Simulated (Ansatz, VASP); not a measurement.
## Two plane-wave programs on Si

The input POSCAR:

```
Si
1.0
   -3.8319083593      0.0000000000      0.0000000000
    0.0000000000      0.0000000000     -6.3418199252
    0.0000000000     -6.6370599682      0.0000000000
Si
8
Direct
    0.5000000000      0.9369091215      0.1515997545
    1.0000000000      0.9369091215      0.6515997545
    0.0000000000      0.4369091215      0.3484002455
    0.5000000000      0.4369091215      0.8484002455
    0.5000000000      0.5630908785      0.1817335789
    1.0000000000      0.5630908785      0.6817335789
    0.0000000000      0.0630908785      0.3182664211
    0.5000000000      0.0630908785      0.8182664211
```

File INCAR.step1:

```
  PREC = Accurate
  ENCUT = 520
  ISMEAR = 0
  SIGMA = 0.05
  LREAL = False
  LASPH = True
  NELM = 100
  NBANDS = 26
  GGA = PE
  ALGO = Normal
  EDIFF = 1E-4
  LWAVE = True
  LCHARG = False
```

The input INCAR.step2:

```
  PREC = Accurate
  ENCUT = 520
  EDIFF = 1E-6
  ISMEAR = 0
  SIGMA = 0.05
  LREAL = False
  LASPH = True
  NELM = 100
  ALGO = Normal
  ISIF = 2
  LWAVE = False
  LCHARG = False
  METAGGA = R2SCAN
  LMIXTAU = True
  NBANDS = 26
  ISTART = 1
```

KPOINTS

```
Automatic mesh
0
Gamma
  8 4 4
```

Input for Ansatz:

```yaml
crystal:
  lattice:
    - [-3.8319083593, 0.0, 0.0]
    - [0.0, 0.0, -6.3418199252]
    - [0.0, -6.6370599682, 0.0]
  atoms:
    - { symbol: Si, position: [0.5, 0.9369091215, 0.1515997545] }
    - { symbol: Si, position: [1.0, 0.9369091215, 0.6515997545] }
    - { symbol: Si, position: [0.0, 0.4369091215, 0.3484002455] }
    - { symbol: Si, position: [0.5, 0.4369091215, 0.8484002455] }
    - { symbol: Si, position: [0.5, 0.5630908785, 0.1817335789] }
    - { symbol: Si, position: [1.0, 0.5630908785, 0.6817335789] }
    - { symbol: Si, position: [0.0, 0.0630908785, 0.3182664211] }
    - { symbol: Si, position: [0.5, 0.0630908785, 0.8182664211] }
basis:
  ecutwfc: 500
kpoints:
  mp_grid: { grid: [8, 4, 4] }
hamiltonian:
  xc: r2scan
scf:
  occupations: { method: gaussian, width: 0.05 }
output:
  forces: true
  stress: true
  eigenvalues: true
```

Change from the starting cell: mode 4 (109.0 1/cm) frozen in, largest displacement -0.100 Å.

Alike in both runs: task single point; functional r2SCAN; k mesh 8 × 4 × 4; occupations gaussian, width 0.05 eV; no spin polarisation.

|  | VASP | Ansatz |
| --- | --- | --- |
| version | VASP 6.6.1 | Ansatz 0.2.0 |
| potentials or method | VASP PAW PBE potentials, release 64 (Si), cutoff 520 eV | scalar-relativistic, plane waves, PAW |
| valence electrons in the cell | 32 | 32 |

|  | VASP | Ansatz | Ansatz less VASP |
| --- | --- | --- | --- |
| gap on the k mesh at the Fermi level (eV) | 0.65 | 0.63 | -0.015 |
| least direct gap on the mesh (eV) | 0.65 | 0.63 | -0.015 |
| pressure (GPa) | -0.4 | -0.2 | +0.23 |
| traceless stress, the component that is largest in VASP (GPa) | -0.35 | -0.34 | +0.009 |
| rms of the force components (eV/Å) | 0.081 | 0.080 | -0.0010 |

VASP's potentials were made for PBE, not for r2SCAN. Atom by atom the forces differ by 0.002 eV/Å (rms over components).
